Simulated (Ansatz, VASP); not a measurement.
# Two plane-wave programs on Na5ZrO2

File INCAR:

```
  PREC = Accurate
  ENCUT = 520
  EDIFF = 1E-6
  ISMEAR = 0
  SIGMA = 0.2
  LREAL = F
  LASPH = T
  NELM = 60
  ALGO = Normal
  ISIF = 2
  LWAVE = F
  LCHARG = T
  GGA = PE
  LELF = T
  LVHAR = T
  NBANDS = 40
```

Contents of KPOINTS:

```
Automatic mesh
0
Gamma
  6 6 2
```

The input POSCAR:

```
Na5ZrO2
1.0
    3.4275824039      0.0000000000      0.0000000000
   -1.7137912019      2.9683734353      0.0000000000
    0.0000000000      0.0000000000     18.3631343212
Na Zr O
5 1 2
Direct
    0.6666666667      0.3333333333      0.1637138542
    0.3333333333      0.6666666667      0.3296132697
    0.0000000000      0.0000000000      0.5000000000
    0.6666666667      0.3333333333      0.6703867303
    0.3333333333      0.6666666667      0.8362861458
    0.0000000000      0.0000000000      1.0000000000
    0.6666666667      0.3333333333      0.9487235446
    0.3333333333      0.6666666667      0.0512764554
```

Input for Ansatz:

```yaml
crystal:
  lattice:
    - [3.4275824039, 0.0, 0.0]
    - [-1.7137912019, 2.9683734353, 0.0]
    - [0.0, 0.0, 18.3631343212]
  atoms:
    - { symbol: Na, position: [0.6666666667, 0.3333333333, 0.1637138542] }
    - { symbol: Na, position: [0.3333333333, 0.6666666667, 0.3296132697] }
    - { symbol: Na, position: [0.0, 0.0, 0.5] }
    - { symbol: Na, position: [0.6666666667, 0.3333333333, 0.6703867303] }
    - { symbol: Na, position: [0.3333333333, 0.6666666667, 0.8362861458] }
    - { symbol: Zr, position: [0.0, 0.0, 1.0] }
    - { symbol: O, position: [0.6666666667, 0.3333333333, 0.9487235446] }
    - { symbol: O, position: [0.3333333333, 0.6666666667, 0.0512764554] }
basis:
  ecutwfc: 420
kpoints:
  mp_grid: { grid: [6, 6, 2] }
hamiltonian:
  xc: pbe
scf:
  occupations: { method: gaussian, width: 0.2 }
  lower_state_search: "off"
output:
  forces: true
  stress: true
  eigenvalues: true
```

Alike in both runs: task single point; functional PBE; k mesh 6 × 6 × 2; occupations gaussian, width 0.2 eV; no spin polarisation.

|  | VASP | Ansatz |
| --- | --- | --- |
| version | VASP 6.6.1 | Ansatz 0.2.0 |
| potentials or method | VASP PAW PBE potentials, release 64 (Na_pv, Zr_sv, O), cutoff 520 eV | scalar-relativistic, plane waves, PAW |
| valence electrons in the cell | 59 | 69 |

```csv
,VASP,Ansatz,Ansatz less VASP
gap on the k mesh at the Fermi level (eV),none,none,-
pressure (GPa),0.1,0.1,-0.05
"traceless stress, the component that is largest in VASP (GPa)",-0.21,-0.16,+0.051
rms of the force components (eV/Å),0.019,0.014,-0.0048
```

Atom by atom the forces differ by 0.006 eV/Å (rms over components). A gap of «none» marks a metal or a gap that the smearing closes. VASP's potentials hold 59 valence electrons a cell and Ansatz's 69, so a difference there can come from the potentials and not from the codes.
